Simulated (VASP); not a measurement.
Set up this calculation in VASP 6.6.1, as the native input.

```
Task                   : single point
Functional             : PBE
Potentials or basis    : VASP PAW PBE potentials, release 64 (Ba_sv, Ti_sv, O)
Cutoff                 : 520 eV
k mesh                 : 8 × 8 × 8
Occupations            : gaussian, width 0.02 eV
Spin                   : no spin polarisation
Hubbard terms          : Ti d U = 4.0 eV
Dipole correction      : no
Further INCAR settings : ALGO = Normal; EDIFF = 1e-06; NBANDS = 28
```

The structure of BaTiO3 lies in POSCAR:

```
BaTiO3
1.0
    4.0288730153      0.0000000000      0.0000000000
    0.0000000000      4.0288730153      0.0000000000
    0.0000000000      0.0000000000      4.0288730153
Ba Ti O
1 1 3
Direct
    0.5000000000      0.5000000000      0.5000000000
    0.0000000000      0.0000000000      0.0000000000
    0.5000000000      0.0000000000      0.0000000000
    0.0000000000      0.5000000000      0.0000000000
    0.0000000000      0.0000000000      0.5000000000
```

One way to write it, as run:

INCAR

```
PREC     = Accurate       # precision mode
ENCUT    = 520            # plane-wave cutoff, eV
EDIFF    = 1E-6           # SCF threshold, eV
ISMEAR   = 0              # smearing method
SIGMA    = 0.02           # smearing width, eV
LREAL    = False          # projectors in reciprocal space
LASPH    = True           # aspherical terms in the spheres
NELM     = 150            # most SCF steps
ALGO     = Normal         # electronic algorithm
ISIF     = 2              # what is computed and relaxed
LWAVE    = False          # write WAVECAR
LCHARG   = False          # write CHGCAR
LMAXMIX  = 4              # l up to which the mixer works
LDAU     = True           # DFT+U
LDAUTYPE = 2            
LDAUL    = -1 2 -1        # shell
LDAUU    = 0 4 0          # U, eV
LDAUJ    = 0 0 0        
LDAUPRINT= 1            
GGA      = PE             # functional
NBANDS   = 28             # bands
```

KPOINTS

```
Automatic mesh
0
Gamma
  8 8 8
```

Potentials or basis: VASP PAW PBE potentials, release 64 (Ba_sv, Ti_sv, O).

Command:

```console
$ cat potpaw_PBE.64/Ba_sv/POTCAR potpaw_PBE.64/Ti_sv/POTCAR potpaw_PBE.64/O/POTCAR > POTCAR
$ mpirun -np 1 vasp_std > vasp.out
```

Results of the run:

```
Pressure               : 3.5 GPa
Band gap on the k mesh : 2.17 eV (least direct gap 2.37 eV)
```

Caveat: the cell stands under pressure; spin-orbit coupling is left out, which moves the levels of the heavy elements.

It took 100 s on 1 thread of Intel Xeon 8259CL, with other jobs on the host, peak memory 0.21 GiB.
